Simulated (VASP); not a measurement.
Ru:

```
Ru
1.0
     4.76864    0.00000    0.00000
     0.00000    4.76864    0.00000
     0.00000    0.00000    4.76864
Ru
8
Direct
  0.00000 0.00000 0.00000
  0.50000 0.50000 0.50000
  0.25000 0.00000 0.50000
  0.75000 0.00000 0.50000
  0.50000 0.25000 0.00000
  0.50000 0.75000 0.00000
  0.00000 0.50000 0.25000
  0.00000 0.50000 0.75000
```

* Program: VASP 6.6.1
* Task: relaxation of cell and atoms
* Functional: PBE
* Potentials or basis: VASP PAW PBE potentials, release 64 (Ru_pv)
* Cutoff: 500 eV
* k mesh: 6 × 6 × 6
* Occupations: fermi-dirac, width 0.1 eV
* Spin: no spin polarisation

At the start: pressure 15.5 GPa; volume 13.55 Å³/atom.

Problem. How do energy, volume and symmetry change on relaxing?

Solution. Over 4 steps the energy falls by 31.0 meV/atom and the volume is 14.23 Å³/atom (+5.0 %); space group Pm-3n (No. 223, to 0.1 Å) before and after.

The path:
| step | energy change (eV) | largest force (eV/Å) | pressure (GPa) | volume (Å³) |
| --- | --- | --- | --- | --- |
| 1 | 0.0000 | 0.0000 | 15.51 | 108.44 |
| 2 | 1.3951 | 0.0000 | -27.85 | 130.36 |
| 3 | -0.2473 | 0.0000 | -0.77 | 114.12 |
| 4 | -0.2481 | 0.0000 | -0.05 | 113.83 |

Final structure:
```xyz
8
Lattice="4.8465 0.0000 0.0000 0.0000 4.8465 0.0000 0.0000 0.0000 4.8465" Properties=species:S:1:pos:R:3 pbc="T T T"
Ru    0.0000    0.0000    0.0000
Ru    2.4232    2.4232    2.4232
Ru    1.2116    0.0000    2.4232
Ru    3.6348    0.0000    2.4232
Ru    2.4232    1.2116    0.0000
Ru    2.4232    3.6348    0.0000
Ru    0.0000    2.4232    1.2116
Ru    0.0000    2.4232    3.6348
```
